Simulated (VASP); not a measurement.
# Co (Pm-3m) in VASP: a series of runs

Runs on Co. Level: PBE. Tasks: single point.

Program: VASP 6.6.1. These are calculated values, not measurements. Logs are shortened: lines on timing, memory, paths and dates and some standing lists are left out, and cuts for length are marked.

## (1) The cell of the first run

The structure is cubic, space group Pm-3m (No. 221). The conventional cell has a = 2.136 Å, b = 2.136 Å, c = 2.136 Å, α = 90.00°, β = 90.00°, γ = 90.00°. Co (site symmetry m-3m) has 6 Co at 2.14 Å within 2.8 Å.

## (2) Single point, PBE, collinear spin, ferromagnetic start (volume scaled by 0.76)

Input file INCAR:

```
SYSTEM = Co
  PREC = Accurate
  ENCUT = 520
  EDIFF = 1E-7
  ISMEAR = -1
  SIGMA = 0.05
  LREAL = .False.
  LASPH = .True.
  NELM = 150
  ALGO = Normal
  ISIF = 2
  LWAVE = .False.
  LCHARG = .False.
  ISPIN = 2
  MAGMOM = 1.7
  LORBIT = 11
  LMAXMIX = 4
  GGA = PE
  NBANDS = 14
```

Input file KPOINTS:

```
regular mesh
0
Gamma
  17 17 17
  0 0 0
```

Input file POSCAR:

```
Co
1.0
    2.1355880273      0.0000000000      0.0000000000
    0.0000000000      2.1355880273      0.0000000000
    0.0000000000      0.0000000000      2.1355880273
Co
1
Direct
    0.0000000000      0.0000000000      0.0000000000
```

Potentials or basis: VASP PAW PBE potentials, release 64 (Co).

The run is started by

```
$ cat potpaw_PBE.64/Co/POTCAR > POTCAR
$ mpirun -np 1 vasp_std > vasp.out
```

OUTCAR:

```text
SYSTEM = Co
   PREC = Accurate
   ENCUT = 520
   EDIFF = 1E-7
   ISMEAR = -1
   LREAL = .False.
   LASPH = .True.
   NELM = 150
   ISIF = 2
   ISPIN = 2
   LORBIT = 11
   GGA = PE

 ion  position               nearest neighbor table
   1  0.000  0.000  0.000-

  LATTYP: Found a simple cubic cell.
 ALAT       =     2.1355880273

  Lattice vectors:

 A1 = (   2.1355880273,   0.0000000000,   0.0000000000)
 A2 = (   0.0000000000,   2.1355880273,   0.0000000000)
 A3 = (   0.0000000000,   0.0000000000,   2.1355880273)

Analysis of symmetry for initial positions (statically):
=====================================================================
 Subroutine PRICEL returns:
 Original cell was already a primitive cell.

 Routine SETGRP: Setting up the symmetry group for a
 simple cubic supercell.

 Subroutine GETGRP returns: Found 48 space group operations
 (whereof 48 operations were pure point group operations)
 out of a pool of 48 trial point group operations.

The static configuration has the point symmetry O_h .

Analysis of symmetry for dynamics (positions and initial velocities):
=====================================================================
 Subroutine PRICEL returns:
 Original cell was already a primitive cell.

 Routine SETGRP: Setting up the symmetry group for a
 simple cubic supercell.

 Subroutine GETGRP returns: Found 48 space group operations
 (whereof 48 operations were pure point group operations)
 out of a pool of 48 trial point group operations.

The dynamic configuration has the point symmetry O_h .

Analysis of structural, dynamic, and magnetic symmetry:
=====================================================================
 Subroutine PRICEL returns:
 Original cell was already a primitive cell.

 Routine SETGRP: Setting up the symmetry group for a
 simple cubic supercell.

 Subroutine GETGRP returns: Found 48 space group operations
 (whereof 48 operations were pure point group operations)
 out of a pool of 48 trial point group operations.

The overall configuration has the point symmetry O_h .

 Subroutine INISYM returns: Found 48 space group operations
 (whereof 48 operations are pure point group operations),
 and found     1 'primitive' translations

----------------------------------------------------------------------------------------

                                     Primitive cell

  volume of cell :       9.7399

  direct lattice vectors                    reciprocal lattice vectors
     2.135588027  0.000000000  0.000000000     0.468255107  0.000000000  0.000000000
     0.000000000  2.135588027  0.000000000     0.000000000  0.468255107  0.000000000
     0.000000000  0.000000000  2.135588027     0.000000000  0.000000000  0.468255107

  length of vectors
     2.135588027  2.135588027  2.135588027     0.468255107  0.468255107  0.468255107

  position of ions in fractional coordinates (direct lattice)
     0.000000000  0.000000000  0.000000000

  ion indices of the primitive-cell ions
   primitive index   ion index
                 1           1

----------------------------------------------------------------------------------------

 KPOINTS: regular mesh

Automatic generation of k-mesh.
 Grid dimensions read from file:
 generate k-points for:   17   17   17

 Generating k-lattice:

  Cartesian coordinates                     Fractional coordinates (reciprocal lattice)
     0.027544418  0.000000000  0.000000000     0.058823529  0.000000000  0.000000000
     0.000000000  0.027544418  0.000000000     0.000000000  0.058823529  0.000000000
     0.000000000  0.000000000  0.027544418     0.000000000  0.000000000  0.058823529

  Length of vectors
     0.027544418  0.027544418  0.027544418

  Shift w.r.t. Gamma in fractional coordinates (k-lattice)
     0.000000000  0.000000000  0.000000000

 Subroutine IBZKPT returns following result:
 ===========================================

 Found    165 irreducible k-points:

 Following reciprocal coordinates:
            Coordinates               Weight
  0.000000  0.000000  0.000000      1.000000
  0.058824  0.000000  0.000000      6.000000
  0.117647  0.000000  0.000000      6.000000
  0.176471  0.000000  0.000000      6.000000
  0.235294  0.000000  0.000000      6.000000
  0.294118  0.000000  0.000000      6.000000
[... 16 lines left out ...]
  0.411765  0.117647  0.000000     24.000000
  0.470588  0.117647  0.000000     24.000000
 [... further k-points ...]
   k-points           NKPTS =    165   k-points in BZ     NKDIM =    165   number of bands    NBANDS=     14
   number of dos      NEDOS =    301   number of ions     NIONS =      1
   total plane-waves  NPLWV =   4096
   dimension x,y,z NGX =    16 NGY =   16 NGZ =   16
   dimension x,y,z NGXF=    32 NGYF=   32 NGZF=   32
   ions per type =               1
   NGX,Y,Z   is equivalent  to a cutoff of  12.46, 12.46, 12.46 a.u.
   NGXF,Y,Z  is equivalent  to a cutoff of  24.91, 24.91, 24.91 a.u.
 SYSTEM =  Co
   PREC   = accura    normal or accurate (medium, high low for compatibility)
   ISTART =      0    job   : 0-new  1-cont  2-samecut
   ICHARG =      2    charge: 1-file 2-atom 10-const
   ISPIN  =      2    spin polarized calculation?
   LNONCOLLINEAR =      F non collinear calculations
   LSORBIT =      F    spin-orbit coupling
   LASPH  =      T    aspherical Exc in radial PAW
   ENCUT  =  520.0 eV  38.22 Ry    6.18 a.u.   3.97  3.97  3.97*2*pi/ulx,y,z
   NELM   =    150;   NELMIN=  2; NELMDL= -5     # of ELM steps
   EDIFF  = 0.1E-06   stopping-criterion for ELM
   LREAL  =      F    real-space projection
   EDIFFG = 0.1E-05   stopping-criterion for IOM
   NSW    =      0    number of steps for IOM
   IBRION =     -1    ionic relax: 0-MD 1-quasi-New 2-CG
   NFREE  =      0    steps in history (QN), initial steepest desc. (CG)
   ISIF   =      2    stress and relaxation
   ISYM   =      2    0-nonsym 1-usesym 2-fastsym
   POTIM  = 0.5000    time-step for ionic-motion
   TEBEG  =    0.0;   TEEND  =   0.0 temperature during run
   PSTRESS=    0.0 pullay stress
   NELECT =       9.0000    total number of electrons
   NUPDOWN=      -1.0000    fix difference up-down
   EMIN   =  10.00;   EMAX   =-10.00  energy-range for DOS
   EFERMI =   0.00;   METHOD = LEGACY
   ISMEAR =    -1;   SIGMA  =   0.05  broadening in eV -4-tet -1-fermi 0-gaus
   EFERMI_NEDOS =   21; number of points for ismear=-14 and -15
   IALGO  =     38    algorithm
   IMIX   =      4    mixing-type and parameters
     AMIX     =   0.40;   BMIX     =  1.00
     AMIX_MAG =   1.60;   BMIX_MAG =  1.00
  volume/ion in A,a.u.               =       9.74        65.73
  Fermi-wavevector in a.u.,A,eV,Ry     =   1.594550  3.013263 34.594041  2.542590
  Thomas-Fermi vector in A             =   2.692607
   LORBIT       =     11    0 simple, 1 ext, 2 COOP (PROOUT), +10 PAW based schemes
   GGA     = PE    functional components
   LHFCALC =     F    Hartree Fock is set to
   AEXX    =    0.0000 exact exchange contribution
   IVDW    =     0    specifies the selected vdW correction
   LEPSILON=     F    determine dielectric tensor
   LRPA    =     F    only Hartree local field effects (RPA)
 spin polarized calculation
  energy-cutoff  :      520.00
  volume of cell :        9.74
 maximum number of plane-waves:       280
 NGX is ok and might be reduce to    16
   NGX =  7   NGY =  7   NGZ =  7

 number of electron       8.9999994 magnetization       1.3632378

 Free energy of the ion-electron system (eV)
  ---------------------------------------------------
  ext. energy  EPLUGINS =         0.00000000
  ---------------------------------------------------
  free energy    TOTEN  =        -5.79867701 eV

  energy without entropy =       -5.78848367  energy(sigma->0) =       -5.79358034

 E-fermi :  12.2461     XC(G=0): -13.9418

 val. band max:       12.2367935276   @ k =   0.3529   0.1765   0.0000
 cond. band min:      12.2464115939   @ k =   0.2941   0.2941   0.1176
 fundamental gap:      0.0096180663
 Fermi energy:        12.2461287306

 spin component 1

 k-point     1 :       0.0000    0.0000    0.0000
  band No.  band energies     occupation
      1       2.4566      1.00000
      2       6.9108      1.00000
      3       6.9108      1.00000
      4      11.8734      0.99942
      5      11.8734      0.99942
      6      11.8734      0.99942
      7      34.7974      0.00000
      8      34.7974      0.00000
      9      34.7974      0.00000
     10      39.5655      0.00000
     11      39.5655      0.00000
     12      44.7757      0.00000
     13      49.7158      0.00000
     14      58.1806      0.00000
[... 375 lines left out ...]
 k-point    24 :       0.4706    0.1176    0.0000
  band No.  band energies     occupation
      1       7.3811      1.00000
      2       7.9667      1.00000
      3       8.5646      1.00000
      4      10.2050      1.00000
      5      11.8125      0.99983
      6      12.0897      0.95807
      7      18.1117      0.00000
      8      36.1072      0.00000
      9      40.4040      0.00000
     10      41.3092      0.00000
     11      44.4370      0.00000
     12      46.6471      0.00000
     13      48.7163      0.00000
     14      50.1198      0.00000

 [... further k-points ...]

 spin component 2

 k-point     1 :       0.0000    0.0000    0.0000
  band No.  band energies     occupation
      1       2.6040      1.00000
      2       7.8003      1.00000
      3       7.8003      1.00000
      4      13.6821      0.00000
      5      13.6821      0.00000
      6      13.6821      0.00000
      7      35.1419      0.00000
      8      35.1419      0.00000
      9      35.1419      0.00000
     10      39.8098      0.00000
     11      39.8098      0.00000
     12      44.9730      0.00000
     13      52.4374      0.00000
     14      58.4885      0.00000
[... 375 lines left out ...]
 k-point    24 :       0.4706    0.1176    0.0000
  band No.  band energies     occupation
      1       8.0305      1.00000
      2       8.8778      1.00000
      3       9.4237      1.00000
      4      11.8658      0.99950
      5      12.9752      0.00000
      6      13.6146      0.00000
      7      18.9051      0.00000
      8      36.2560      0.00000
      9      40.7537      0.00000
     10      41.4806      0.00000
     11      44.9161      0.00000
     12      47.0276      0.00000
     13      50.1263      0.00000
     14      50.7014      0.00000

 [... further k-points ...]
[... 5 lines left out ...]
  --------------------------------------------------------------------------------------
  -------------------------------------------------------------------------------------
  Total        4.0769671      4.0769671      4.0769671      0.0000000     -0.0000000     -0.0000000
  in kB      670.6491124    670.6491124    670.6491124      0.0000000     -0.0000000     -0.0000000
  external PRESSURE =     670.6491124 kB  Pullay stress =       0.0000000 kB

 VOLUME and BASIS-vectors are now :
 -----------------------------------------------------------------------------
  energy-cutoff  :      520.00
  volume of cell :        9.74
      direct lattice vectors                 reciprocal lattice vectors
     2.135588027  0.000000000  0.000000000     0.468255107  0.000000000  0.000000000
     0.000000000  2.135588027  0.000000000     0.000000000  0.468255107  0.000000000
     0.000000000  0.000000000  2.135588027     0.000000000  0.000000000  0.468255107

 POSITION                                       TOTAL-FORCE (eV/Angst)
 -----------------------------------------------------------------------------------
      0.00000      0.00000      0.00000         0.000000      0.000000      0.000000
 -----------------------------------------------------------------------------------
    total drift:                               -0.000000      0.000000      0.000000

  FREE ENERGIE OF THE ION-ELECTRON SYSTEM (eV)
  ---------------------------------------------------
  free  energy   TOTEN  =        -5.7986770127 eV

  energy  without entropy=       -5.7884836660  energy(sigma->0) =       -5.79358034

 total charge

# of ion       s       p       d       tot
------------------------------------------
    1        0.600   0.600   7.521   8.721

 magnetization (x)

# of ion       s       p       d       tot
------------------------------------------
    1        0.009  -0.002   1.346   1.354
```

Run time: 24 s. Hardware: 1 thread of AMD EPYC 7R13 (Zen 3), shared host; peak memory 0.11 GiB.

What came out:

| Quantity | Value |
| --- | --- |
| Free energy | -5.7987 eV |
| Pressure | 67.1 GPa |
| Net moment | 1.36 μB per cell |
| Site moments | Co +1.35 μB |
| Valence electrons inside the program's atomic spheres | Co 8.72 |

## (3) Single point, PBE, collinear spin, ferromagnetic start (volume scaled by 0.84)

Input file INCAR:

```
SYSTEM = Co
PREC     = Accurate       ! precision mode
ENCUT    = 520            ! plane-wave cutoff, eV
EDIFF    = 1E-7           ! SCF threshold, eV
ISMEAR   = -1             ! smearing method
SIGMA    = 0.05           ! smearing width, eV
LREAL    = .FALSE.        ! projectors in reciprocal space
LASPH    = .TRUE.         ! aspherical terms in the spheres
NELM     = 150            ! most SCF steps
ALGO     = Normal         ! electronic algorithm
ISIF     = 2              ! what is computed and relaxed
LWAVE    = .FALSE.        ! write WAVECAR
LCHARG   = .FALSE.        ! write CHGCAR
ISPIN    = 2              ! spin polarisation
MAGMOM   = 1.7            ! initial moments
LORBIT   = 11             ! projections on sites
LMAXMIX  = 4              ! l up to which the mixer works
GGA      = PE             ! functional
NBANDS   = 14             ! bands
```

Input file KPOINTS:

```
regular mesh
0
G
  17 17 17
  0 0 0
```

Input file POSCAR:

```
Co
1.0
    2.2080354515      0.0000000000      0.0000000000
    0.0000000000      2.2080354515      0.0000000000
    0.0000000000      0.0000000000      2.2080354515
Co
1
Direct
    0.0000000000      0.0000000000      0.0000000000
```

Potentials or basis: VASP PAW PBE potentials, release 64 (Co).

The run is started by

```
$ cat potpaw_PBE.64/Co/POTCAR > POTCAR
$ mpirun -np 1 vasp_std > vasp.out
```

Wall time 26 s (1 thread of AMD EPYC 7R13 (Zen 3), shared host); peak memory 0.11 GiB.

Results (log left out):

```
Free energy                                           : -6.1062 eV
Pressure                                              : 31.9 GPa
Net moment                                            : 1.48 μB per cell
Site moments                                          : Co +1.48 μB
Valence electrons inside the program's atomic spheres : Co 8.49
```

Levels at points of the mesh, in eV from the Fermi level:
Spin up:
```csv
k point,band 2,band 3,band 4,band 5,band 6,band 7,band 8,band 9
"(0.00, 0.00, 0.00)",-4.86,-4.86,-0.63,-0.63,-0.63,21.15,21.15,21.15
```
Spin down:
```
           k point  band 1  band 2  band 3  band 4  band 5  band 6  band 7  band 8  band 9
(0.00, 0.00, 0.00)   -9.03   -3.87   -3.87    1.31    1.31    1.31   21.50   21.50   21.50
```

## (4) Single point, PBE, collinear spin, ferromagnetic start (volume scaled by 0.92)

Input file INCAR:

```
PREC = Accurate
ENCUT = 520
EDIFF = 1E-6
ISMEAR = -1
SIGMA = 0.05
LREAL = F
LASPH = T
NELM = 150
ALGO = Normal
ISIF = 2
LWAVE = F
LCHARG = F
ISPIN = 2
MAGMOM = 1.7
LORBIT = 11
LMAXMIX = 4
GGA = PE
NBANDS = 14
```

Input file KPOINTS:

```
regular mesh
0
Gamma
  17 17 17
```

Input file POSCAR:

```
Co
1.0
    2.2760172841      0.0000000000      0.0000000000
    0.0000000000      2.2760172841      0.0000000000
    0.0000000000      0.0000000000      2.2760172841
Co
1
Direct
    0.0000000000      0.0000000000      0.0000000000
```

The run is started by

```
$ cat potpaw_PBE.64/Co/POTCAR > POTCAR
$ mpirun -np 1 vasp_std > vasp.out
```

Wall time 36 s (1 thread of AMD EPYC 7R13 (Zen 3), shared host); peak memory 0.12 GiB.

The run converged. Its results:

```yaml
Free_energy: -6.2412 eV
Pressure: 12.3 GPa
Net_moment: 1.73 μB per cell
Site_moments: Co +1.73 μB
Valence_electrons_inside_the_program's_atomic_spheres: Co 8.31
```

Levels at points of the mesh, in eV from the Fermi level:
Spin up:
| k point | band 2 | band 3 | band 4 | band 5 | band 6 | band 7 | band 8 | band 9 |
| --- | --- | --- | --- | --- | --- | --- | --- | --- |
| (0.00, 0.00, 0.00) | -4.57 | -4.57 | -0.94 | -0.94 | -0.94 | 19.91 | 19.91 | 19.91 |
Spin down:
```csv
k point,band 1,band 2,band 3,band 4,band 5,band 6,band 7,band 8
"(0.00, 0.00, 0.00)",-8.50,-3.37,-3.37,1.25,1.25,1.25,20.30,20.30
```

(Part 1 of 2 ends here.)
